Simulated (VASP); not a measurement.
Here is a VASP 6.6.1 calculation.

Contents of INCAR:

```
ALGO     = Fast           # electronic algorithm
EDIFF    = 1E-6           # SCF threshold, eV
ENCUT    = 520            # plane-wave cutoff, eV
GGA      = PS             # functional
ISIF     = 2              # what is computed and relaxed
ISMEAR   = 0              # smearing method
LASPH    = T              # aspherical terms in the spheres
LCHARG   = T              # write CHGCAR
LELF     = T              # ELF
LREAL    = F              # projectors in reciprocal space
LVHAR    = T            
LWAVE    = F              # write WAVECAR
NBANDS   = 18             # bands
NELM     = 80             # most SCF steps
PREC     = Accurate       # precision mode
SIGMA    = 0.1            # smearing width, eV
```

Contents of KPOINTS:

```
k-points
0
Gamma
  14 14 14
```

File POSCAR:

```
ScAl3
1.0
    3.9084466715      0.0000000000      0.0000000000
    0.0000000000      4.1069576264      0.0000000000
    0.0000000000      0.0000000000      4.1069576264
Sc Al
1 3
Direct
    0.0000000000      0.0000000000      0.0000000000
    0.5000000000      0.0000000000      0.5000000000
    0.0000000000      0.5000000000      0.5000000000
    0.5000000000      0.5000000000      0.0000000000
```

Potentials or basis: VASP PAW PBE potentials, release 64 (Sc_sv, Al).

Command:

```sh
$ cat potpaw_PBE.64/Sc_sv/POTCAR potpaw_PBE.64/Al/POTCAR > POTCAR
$ mpirun -np 1 vasp_std > vasp.out
```

Task: Estimate the pressure.

Result: 2.6 GPa.

Task: Predict the band gap on the k mesh.

Result: Zero (band 10 reaches 8.43 eV, above the bottom of band 11 at 4.62 eV).

Stress tensor (GPa, compression positive):
```
7.42 0.00 0.00
0.00 0.12 0.00
0.00 0.00 0.12
```

Caveat: the cell differs from its parent crystal (uniaxial strain along a: -4.0 %, then relaxed in part); the PAW data sets were made with another functional, which shifts forces and pressure a little.
